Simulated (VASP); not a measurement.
# WCl2F2 (I4/mmm) in VASP: a series of runs, part 2 of 2

VASP 6.6.1. The steps go on from the part before.

## (3) Single point, PBE, collinear spin, ferrimagnetic start

This run uses another cell than the first one, of 14.19 Å³/atom, 0.749 times its volume.

Contents of INCAR:

```
SYSTEM = WCl2F2
PREC = Accurate ; ENCUT = 520
EDIFF = 1E-6 ; ISMEAR = 0
SIGMA = 0.1 ; LREAL = .False.
LASPH = .True. ; NELM = 150
ALGO = Normal ; ISIF = 2
LWAVE = .False. ; LCHARG = .False.
ISPIN = 2 ; MAGMOM = 0.04 0 0 -0.73 -0.73
LORBIT = 11 ; LMAXMIX = 4
GGA = PE ; NBANDS = 33
```

Contents of KPOINTS:

```
regular mesh
0
Gamma
  6 6 6
  0 0 0
```

Contents of POSCAR:

```
WCl2F2
1.0
   -1.5222017957      1.5222017957      7.6548091640
    1.5222017957     -1.5222017957      7.6548091640
    1.5222017957      1.5222017957     -7.6548091640
W Cl F
1 2 2
Direct
    0.0000000000      0.0000000000      0.0000000000
    0.4028471978      0.4028471978      0.0000000000
    0.5971528022      0.5971528022      0.0000000000
    0.7500000000      0.2500000000      0.5000000000
    0.2500000000      0.7500000000      0.5000000000
```

Potentials or basis: VASP PAW PBE potentials, release 64 (W_sv, Cl, F).

The run is started by

```sh
> cat potpaw_PBE.64/W_sv/POTCAR potpaw_PBE.64/Cl/POTCAR potpaw_PBE.64/F/POTCAR > POTCAR
> mpirun -np 1 vasp_std > vasp.out
```

OUTCAR:

```text
SYSTEM = WCl2F2
   PREC = Accurate
   ENCUT = 520
   EDIFF = 1E-6
   ISMEAR = 0
   LREAL = .False.
   LASPH = .True.
   NELM = 150
   ISIF = 2
   ISPIN = 2
   LORBIT = 11
   GGA = PE

 ion  position               nearest neighbor table
   1  0.000  0.000  0.000-   3 2.62   2 2.62   3 2.62   2 2.62   3 2.62   2 2.62   2 2.62   3 2.62

   2  0.403  0.403  0.000-   1 2.62   1 2.62   1 2.62   1 2.62
   3  0.597  0.597  0.000-   1 2.62   1 2.62   1 2.62   1 2.62
   4  0.750  0.250  0.500-
   5  0.250  0.750  0.500-
[... 1966 lines left out ...]
     1.522201796 -1.522201796  7.654809164     0.328471561  0.000000000  0.065318415
     1.522201796  1.522201796 -7.654809164     0.328471561  0.328471561  0.000000000

 POSITION                                       TOTAL-FORCE (eV/Angst)
 -----------------------------------------------------------------------------------
      0.00000      0.00000      0.00000        -0.000000     -0.000000     -0.000000
      0.00000      0.00000      6.16744         0.000000      0.000000      0.003298
      0.00000      0.00000      9.14218        -0.000000     -0.000000     -0.003298
      0.00000      1.52220      3.82740        -0.000000     -0.000000     -0.000000
      1.52220      0.00000      3.82740        -0.000000     -0.000000     -0.000000
 -----------------------------------------------------------------------------------
    total drift:                               -0.000000     -0.000000      0.000000

  FREE ENERGIE OF THE ION-ELECTRON SYSTEM (eV)
  ---------------------------------------------------
  free  energy   TOTEN  =       -19.6350302875 eV

  energy  without entropy=      -19.6265851278  energy(sigma->0) =      -19.63080771

 total charge

# of ion       s       p       d       tot
------------------------------------------
    1        2.235   6.172   3.362  11.769
    2        1.630   3.367   0.000   4.997
    3        1.630   3.367   0.000   4.997
    4        1.764   4.125   0.000   5.889
    5        1.764   4.125   0.000   5.889
--------------------------------------------------
tot          9.023  21.157   3.362  33.542

 magnetization (x)

# of ion       s       p       d       tot
------------------------------------------
    1        0.001   0.001   0.037   0.039
    2        0.001  -0.003   0.000  -0.002
    3        0.001  -0.003   0.000  -0.002
    4       -0.004  -0.626   0.000  -0.630
    5       -0.004  -0.626   0.000  -0.630
--------------------------------------------------
tot         -0.005  -1.257   0.037  -1.225
```

OSZICAR:

```text
N       E                     dE             d eps       ncg     rms          rms(c)
DAV:   1     0.358451520319E+03    0.35845E+03   -0.21355E+04  3960   0.127E+03
DAV:   2    -0.517407580996E+01   -0.36363E+03   -0.34576E+03  4576   0.355E+02
DAV:   3    -0.275601844429E+02   -0.22386E+02   -0.22108E+02  4707   0.880E+01
DAV:   4    -0.278417708062E+02   -0.28159E+00   -0.28131E+00  4572   0.107E+01
[... 15 lines left out ...]
DAV:  20    -0.196350063475E+02   -0.20757E-03   -0.12720E-03  4300   0.129E-01    0.457E-02
DAV:  21    -0.196350289962E+02   -0.22649E-04   -0.43781E-05  4269   0.393E-02    0.229E-02
DAV:  22    -0.196350306486E+02   -0.16524E-05   -0.25852E-06  3487   0.912E-03    0.110E-02
DAV:  23    -0.196350302875E+02    0.36108E-06   -0.89145E-06  3964   0.115E-02
   1 F= -.19635030E+02 E0= -.19630808E+02  d E =-.844516E-02  mag=    -1.2800
```

stdout:

```text
POSCAR found type information on POSCAR W ClF
 POSCAR found :  3 types and       5 ions
 scaLAPACK will be used
 LDA part: xc-table for (Slater+PW92), standard interpolation
 POSCAR, INCAR and KPOINTS ok, starting setup
 FFT: planning ... GRIDC
 FFT: planning ... GRID_SOFT
 FFT: planning ... GRID
 WAVECAR not read
 entering main loop
```

Wall time 24 min (1 thread of Intel Xeon 6975P-C, shared host); peak memory 0.7 GiB.

Results:

```yaml
Free_energy: -19.6350 eV
Pressure: -0.2 GPa
Largest_force: 0.003 eV/Å
Net_moment: -1.28 μB per cell
Site_moments: W +0.04; Cl -0.00; F -0.63 μB
Valence_electrons_inside_the_program's_atomic_spheres: W 11.77; Cl 5.00; F 5.89
```

Forces on the atoms (eV/Å):
```
W    0.000  0.000  0.000
Cl   0.000  0.000  0.003
Cl   0.000  0.000 -0.003
F    0.000  0.000  0.000
F    0.000  0.000  0.000
```

Stress tensor (GPa, compression positive):
```
-0.14  0.00  0.00
 0.00 -0.14  0.00
 0.00  0.00 -0.28
```

Caveat: the k points lie up to 0.49 Å⁻¹ apart; spin-orbit coupling is left out, which moves the levels of the heavy elements.

## (4) Single point, PBE, collinear spin, ferrimagnetic start

Contents of INCAR:

```
PREC     = Accurate       # precision mode
ENCUT    = 520            # plane-wave cutoff, eV
EDIFF    = 1E-7           # SCF threshold, eV
ISMEAR   = 0              # smearing method
SIGMA    = 0.1            # smearing width, eV
LREAL    = F              # projectors in reciprocal space
LASPH    = T              # aspherical terms in the spheres
NELM     = 150            # most SCF steps
ALGO     = Normal         # electronic algorithm
ISIF     = 2              # what is computed and relaxed
LWAVE    = F              # write WAVECAR
LCHARG   = F              # write CHGCAR
ISPIN    = 2              # spin polarisation
MAGMOM   = 3.79 -0.61 -0.61 -0.41 -0.41 # initial moments
LORBIT   = 11             # projections on sites
LMAXMIX  = 4              # l up to which the mixer works
GGA      = PE             # functional
NBANDS   = 33             # bands
```

Contents of KPOINTS:

```
regular mesh
0
Gamma
  6 6 6
```

Contents of POSCAR:

```
WCl2F2
1.0
   -2.1837215100      2.1837215100      4.9690102100
    2.1837215100     -2.1837215100      4.9690102100
    2.1837215100      2.1837215100     -4.9690102100
W Cl F
1 2 2
Direct
    0.0000000000      0.0000000000      0.0000000000
    0.3540000000      0.3540000000      0.0000000000
    0.6460000000      0.6460000000      0.0000000000
    0.7500000000      0.2500000000      0.5000000000
    0.2500000000      0.7500000000      0.5000000000
```

The run is started by

```sh
> cat potpaw_PBE.64/W_sv/POTCAR potpaw_PBE.64/Cl/POTCAR potpaw_PBE.64/F/POTCAR > POTCAR
> mpirun -np 1 vasp_std > vasp.out
```

Run time: 9.3 min. Hardware: 1 thread of Intel Xeon 6975P-C, shared host; peak memory 0.49 GiB.

The run converged. Its results:

- Free energy: -14.4335 eV
- Pressure: -3.1 GPa
- Largest force: 1.325 eV/Å
- Band gap on the k mesh: zero (filled and empty bands overlap)
- Net moment: 2.00 μB per cell
- Site moments: W +3.17; Cl -0.56; F -0.35 μB
- Valence electrons inside the program's atomic spheres: W 11.40; Cl 4.89; F 5.97

Forces on the atoms (eV/Å):
```
W    0.000  0.000  0.000
Cl   0.000  0.000  1.325
Cl   0.000  0.000 -1.325
F    0.000  0.000  0.000
F    0.000  0.000  0.000
```

Stress tensor (GPa, compression positive):
```
-2.05  0.00  0.00
 0.00 -2.05  0.00
 0.00  0.00 -5.10
```

Levels at points of the mesh, in eV from the Fermi level:
Spin up:
| k point | band 18 | band 19 | band 20 | band 21 | band 22 | band 23 | band 24 | band 25 | band 26 | band 27 |
| --- | --- | --- | --- | --- | --- | --- | --- | --- | --- | --- |
| (0.00, 0.00, 0.00) | -0.85 | -0.78 | -0.78 | -0.58 | -0.36 | -0.36 | -0.21 | 0.69 | 0.69 | 6.75 |
| (0.50, 0.00, 0.00) | -0.74 | -0.62 | -0.55 | -0.48 | -0.45 | 0.15 | 0.39 | 0.79 | 1.22 | 4.44 |
| (0.50, 0.50, 0.00) | -0.45 | -0.42 | -0.38 | -0.30 | 0.08 | 0.14 | 0.15 | 0.33 | 0.35 | 4.88 |
| (0.50, 0.50, 0.50) | -1.25 | -1.14 | -0.87 | -0.56 | 0.04 | 0.04 | 0.58 | 0.58 | 1.03 | 5.51 |
Spin down:
```
           k point  band 17  band 18  band 19  band 20  band 21  band 22  band 23  band 24
(0.00, 0.00, 0.00)    -1.45    -1.45    -0.26    -0.26     0.79     1.63     1.79     2.29
(0.50, 0.00, 0.00)    -1.29    -1.28    -0.91    -0.63     1.73     2.04     2.05     2.26
(0.50, 0.50, 0.00)    -1.71    -1.00    -0.66    -0.37     1.96     2.16     2.24     2.33
(0.50, 0.50, 0.50)    -1.18    -1.18    -0.71    -0.71     1.32     1.57     1.82     2.35
```

Caveat: spin-orbit coupling is left out, which moves the levels of the heavy elements; forces of over 1 eV/Å act on the atoms, so gaps and moduli don't describe the material at rest.

## (5) Summary

| spin | cell | gap on the mesh (eV) | pressure (GPa) | moment (μB) | largest force (eV/Å) |
| --- | --- | --- | --- | --- | --- |
| off | a = 5.850 Å, angles 136.2, 136.2, 63.7°, 5 atoms | none | -7.8 | - | 1.41 |
| collinear, ferrimagnetic start | a = 7.952 Å, angles 157.9, 157.9, 31.4°, 5 atoms | none | -0.2 | 1.28 | - |
| collinear, ferrimagnetic start | a = 5.850 Å, angles 136.2, 136.2, 63.7°, 5 atoms | none | -3.1 | 2.00 | 1.32 |

Alike in all rows: task single point; level PBE; potentials or basis VASP PAW PBE potentials, release 64 (W_sv, Cl, F); k mesh 6 × 6 × 6; cutoff (eV) 520; smearing gaussian 0.1 eV.

Caveats: some runs use coarse meshes; spin-orbit coupling is left out, which moves the levels of the heavy elements; forces of over 1 eV/Å act on the atoms, so gaps and moduli don't describe the material at rest (some runs).

Total energies depend on the potentials used, so only differences within one code and one set of settings carry meaning.
